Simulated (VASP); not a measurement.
# KF in VASP: notebook, part 3 of 3

VASP 6.6.1. The steps go on from the part before.

## (6) Single point, PBE (strain along [111] -0.5%)

File INCAR:

```
PREC = Accurate ; ENCUT = 520
EDIFF = 1E-6 ; ISMEAR = 0
SIGMA = 0.01 ; LREAL = False
LASPH = True ; NELM = 80
ALGO = Normal ; ISIF = 2
LWAVE = False ; LCHARG = False
GGA = PE ; NBANDS = 15
```

File KPOINTS:

```
Automatic mesh
0
Gamma
  4 4 4
```

File POSCAR:

```
KF
1.0
   -0.0088632019      2.6500973535      2.6500973535
    2.6500973535     -0.0088632019      2.6500973535
    2.6500973535      2.6500973535     -0.0088632019
K F
1 1
Direct
    0.0000000000      0.0000000000      0.0000000000
    0.5000000000      0.5000000000      0.5000000000
```

Potentials or basis: VASP PAW PBE potentials, release 64 (K_sv, F).

On the command line:

```sh
> cat potpaw_PBE.64/K_sv/POTCAR potpaw_PBE.64/F/POTCAR > POTCAR
> mpirun -np 1 vasp_std > vasp.out
```

OUTCAR:

```text
PREC = Accurate
   ENCUT = 520
   EDIFF = 1E-6
   ISMEAR = 0
   LREAL = False
   LASPH = True
   NELM = 80
   ISIF = 2
   GGA = PE

 ion  position               nearest neighbor table
   1  0.000  0.000  0.000-   2 2.65   2 2.65   2 2.65   2 2.65   2 2.65   2 2.65
   2  0.500  0.500  0.500-   1 2.65   1 2.65   1 2.65   1 2.65   1 2.65   1 2.65

  LATTYP: Found a trigonal (rhomboedric) cell.
 ALAT       =     3.7478140992
 COS(alpha) =     0.4966527407

  Lattice vectors:

 A1 = (  -0.0088632019,   2.6500973535,   2.6500973535)
 A2 = (   2.6500973535,  -0.0088632019,   2.6500973535)
 A3 = (   2.6500973535,   2.6500973535,  -0.0088632019)

Analysis of symmetry for initial positions (statically):
=====================================================================
 Subroutine PRICEL returns:
 Original cell was already a primitive cell.

 Routine SETGRP: Setting up the symmetry group for a
 trigonal (rhombohedral) supercell.

 Subroutine GETGRP returns: Found 12 space group operations
 (whereof 12 operations were pure point group operations)
 out of a pool of 12 trial point group operations.

The static configuration has the point symmetry D_3d.

Analysis of symmetry for dynamics (positions and initial velocities):
=====================================================================
 Subroutine PRICEL returns:
 Original cell was already a primitive cell.

 Routine SETGRP: Setting up the symmetry group for a
 trigonal (rhombohedral) supercell.

 Subroutine GETGRP returns: Found 12 space group operations
 (whereof 12 operations were pure point group operations)
 out of a pool of 12 trial point group operations.

The dynamic configuration has the point symmetry D_3d.

 Subroutine INISYM returns: Found 12 space group operations
 (whereof 12 operations are pure point group operations),
 and found     1 'primitive' translations

----------------------------------------------------------------------------------------

                                     Primitive cell

  volume of cell :      37.4101

  direct lattice vectors                    reciprocal lattice vectors
    -0.008863202  2.650097354  2.650097354    -0.187728426  0.188358387  0.188358387
     2.650097354 -0.008863202  2.650097354     0.188358387 -0.187728426  0.188358387
     2.650097354  2.650097354 -0.008863202     0.188358387  0.188358387 -0.187728426

  length of vectors
     3.747814099  3.747814099  3.747814099     0.325882994  0.325882994  0.325882994

  position of ions in fractional coordinates (direct lattice)
     0.000000000  0.000000000  0.000000000
     0.500000000  0.500000000  0.500000000

  ion indices of the primitive-cell ions
   primitive index   ion index
                 1           1
                 2           2

----------------------------------------------------------------------------------------

 KPOINTS: Automatic mesh

Automatic generation of k-mesh.
 Grid dimensions read from file:
 generate k-points for:    4    4    4

 Generating k-lattice:

[... 28 lines left out ...]
  0.500000  0.500000  0.250000      6.000000
 -0.250000  0.500000  0.250000      6.000000
  0.500000  0.500000  0.500000      1.000000
   k-points           NKPTS =     13   k-points in BZ     NKDIM =     13   number of bands    NBANDS=     15
   number of dos      NEDOS =    301   number of ions     NIONS =      2
   total plane-waves  NPLWV =  21952
   dimension x,y,z NGX =    28 NGY =   28 NGZ =   28
   dimension x,y,z NGXF=    56 NGYF=   56 NGZF=   56
   ions per type =               1   1
   NGX,Y,Z   is equivalent  to a cutoff of  12.42, 12.42, 12.42 a.u.
   NGXF,Y,Z  is equivalent  to a cutoff of  24.84, 24.84, 24.84 a.u.
 SYSTEM =  unknown system
   PREC   = accura    normal or accurate (medium, high low for compatibility)
   ISTART =      0    job   : 0-new  1-cont  2-samecut
   ICHARG =      2    charge: 1-file 2-atom 10-const
   ISPIN  =      1    spin polarized calculation?
   LNONCOLLINEAR =      F non collinear calculations
   LSORBIT =      F    spin-orbit coupling
   LASPH  =      T    aspherical Exc in radial PAW
   ENCUT  =  520.0 eV  38.22 Ry    6.18 a.u.   6.97  6.97  6.97*2*pi/ulx,y,z
   NELM   =     80;   NELMIN=  2; NELMDL= -5     # of ELM steps
   EDIFF  = 0.1E-05   stopping-criterion for ELM
   LREAL  =      F    real-space projection
   EDIFFG = 0.1E-04   stopping-criterion for IOM
   NSW    =      0    number of steps for IOM
   IBRION =     -1    ionic relax: 0-MD 1-quasi-New 2-CG
   NFREE  =      0    steps in history (QN), initial steepest desc. (CG)
   ISIF   =      2    stress and relaxation
   ISYM   =      2    0-nonsym 1-usesym 2-fastsym
   POTIM  = 0.5000    time-step for ionic-motion
   TEBEG  =    0.0;   TEEND  =   0.0 temperature during run
   PSTRESS=    0.0 pullay stress
   NELECT =      16.0000    total number of electrons
   NUPDOWN=      -1.0000    fix difference up-down
   EMIN   =  10.00;   EMAX   =-10.00  energy-range for DOS
   EFERMI =   0.00;   METHOD = LEGACY
   ISMEAR =     0;   SIGMA  =   0.01  broadening in eV -4-tet -1-fermi 0-gaus
   EFERMI_NEDOS =   21; number of points for ismear=-14 and -15
   IALGO  =     38    algorithm
   IMIX   =      4    mixing-type and parameters
     AMIX     =   0.40;   BMIX     =  1.00
     AMIX_MAG =   1.60;   BMIX_MAG =  1.00
  volume/ion in A,a.u.               =      18.71       126.23
  Fermi-wavevector in a.u.,A,eV,Ry     =   1.233442  2.330867 20.699605  1.521378
  Thomas-Fermi vector in A             =   2.368172
   LORBIT       =      0    0 simple, 1 ext, 2 COOP (PROOUT), +10 PAW based schemes
   GGA     = PE    functional components
   LHFCALC =     F    Hartree Fock is set to
   AEXX    =    0.0000 exact exchange contribution
   IVDW    =     0    specifies the selected vdW correction
   LEPSILON=     F    determine dielectric tensor
   LRPA    =     F    only Hartree local field effects (RPA)
 non-spin polarized calculation
 Gauss-broadening in eV      SIGMA  =   0.01
  energy-cutoff  :      520.00
  volume of cell :       37.41
 maximum number of plane-waves:      1022
   NGX = 13   NGY = 13   NGZ = 13

 number of electron      16.0000012 magnetization

 Free energy of the ion-electron system (eV)
  ---------------------------------------------------
  ext. energy  EPLUGINS =         0.00000000
  ---------------------------------------------------
  free energy    TOTEN  =        -8.28091238 eV

  energy without entropy =       -8.28091238  energy(sigma->0) =       -8.28091238

 E-fermi :  -2.5819     XC(G=0):  -8.4927

 val. band max:       -2.7477789513   @ k =   0.0000   0.0000   0.0000
 cond. band min:       3.5177934146   @ k =   0.0000   0.0000   0.0000
 fundamental gap:      6.2655723659
 Fermi energy:        -2.5819167087

 k-point     1 :       0.0000    0.0000    0.0000
  band No.  band energies     occupation
      1     -28.8357      2.00000
      2     -21.4176      2.00000
      3     -12.0721      2.00000
      4     -12.0721      2.00000
      5     -12.0698      2.00000
      6      -2.7526      2.00000
      7      -2.7526      2.00000
      8      -2.7478      2.00000
      9       3.5178      0.00000
     10       7.9648      0.00000
     11       7.9648      0.00000
     12       8.0161      0.00000
     13       9.6801      0.00000
     14       9.6801      0.00000
[... 203 lines left out ...]
      2     -21.5150      2.00000
      3     -12.3626      2.00000
      4     -12.1113      2.00000
      5     -12.1113      2.00000
      6      -3.5652      2.00000
      7      -3.1202      2.00000
      8      -3.1202      2.00000
      9       6.4108      0.00000
     10       8.0165      0.00000
     11       9.4201      0.00000
     12       9.4201      0.00000
     13      11.6825      0.00000
     14      11.6825      0.00000
     15      13.6342      0.00000

------------------------ aborting loop because EDIFF is reached ----------------------------------------

  FORCE on cell =-STRESS in cart. coord.  units (eV):
  Direction    XX          YY          ZZ          XY          YZ          ZX
  --------------------------------------------------------------------------------------
  -------------------------------------------------------------------------------------
  Total        0.5042302      0.5042302      0.5042302      0.0100279      0.0100279      0.0100279
  in kB       21.5948747     21.5948747     21.5948747      0.4294670      0.4294670      0.4294670
  external PRESSURE =      21.5948747 kB  Pullay stress =       0.0000000 kB

 VOLUME and BASIS-vectors are now :
 -----------------------------------------------------------------------------
  energy-cutoff  :      520.00
  volume of cell :       37.41
      direct lattice vectors                 reciprocal lattice vectors
    -0.008863202  2.650097354  2.650097354    -0.187728426  0.188358387  0.188358387
     2.650097354 -0.008863202  2.650097354     0.188358387 -0.187728426  0.188358387
     2.650097354  2.650097354 -0.008863202     0.188358387  0.188358387 -0.187728426

 POSITION                                       TOTAL-FORCE (eV/Angst)
 -----------------------------------------------------------------------------------
      0.00000      0.00000      0.00000         0.000000      0.000000      0.000000
      2.64567      2.64567      2.64567        -0.000000     -0.000000     -0.000000
 -----------------------------------------------------------------------------------
    total drift:                                0.000000      0.000000      0.000000

  FREE ENERGIE OF THE ION-ELECTRON SYSTEM (eV)
  ---------------------------------------------------
  free  energy   TOTEN  =        -8.2809123830 eV

  energy  without entropy=       -8.2809123830  energy(sigma->0) =       -8.28091238
```

stdout:

```text
POSCAR found type information on POSCAR K F
 POSCAR found :  2 types and       2 ions
 scaLAPACK will be used
 LDA part: xc-table for (Slater+PW92), standard interpolation
 POSCAR, INCAR and KPOINTS ok, starting setup
 FFT: planning ... GRIDC
 FFT: planning ... GRID_SOFT
 FFT: planning ... GRID
 WAVECAR not read
 entering main loop
```

Run time: 6.2 s. Hardware: 1 thread of AMD EPYC 7R13 (Zen 3), shared host; peak memory 0.12 GiB.

Results:

```
Free energy            : -8.2809 eV
Pressure               : 2.2 GPa
Band gap on the k mesh : 6.27 eV
```

Caveat: the k points lie up to 0.51 Å⁻¹ apart; the cell differs from its parent crystal (strain along [111] -0.5%).

## (7) Summary

```tsv
cell	gap on the mesh (eV)	pressure (GPa)
a = 3.760 Å, angles 60.0°, 2 atoms	6.24	2.0
a = 3.798 Å, angles 60.0°, 2 atoms	6.09	0.9
a = 3.817 Å, angles 60.0°, 2 atoms	6.01	0.4
a = 3.765 Å, angles 59.6°, 2 atoms	6.27	2.2
a = 3.748 Å, angles 60.2°, 2 atoms	6.27	2.2
```

Alike in all rows: task single point; level PBE; potentials or basis VASP PAW PBE potentials, release 64 (K_sv, F); no spin polarisation; k mesh 4 × 4 × 4; cutoff (eV) 520; smearing gaussian 0.01 eV.

Caveats: all runs use coarse meshes.

Absolute energies hang on the potentials; compare differences alone.
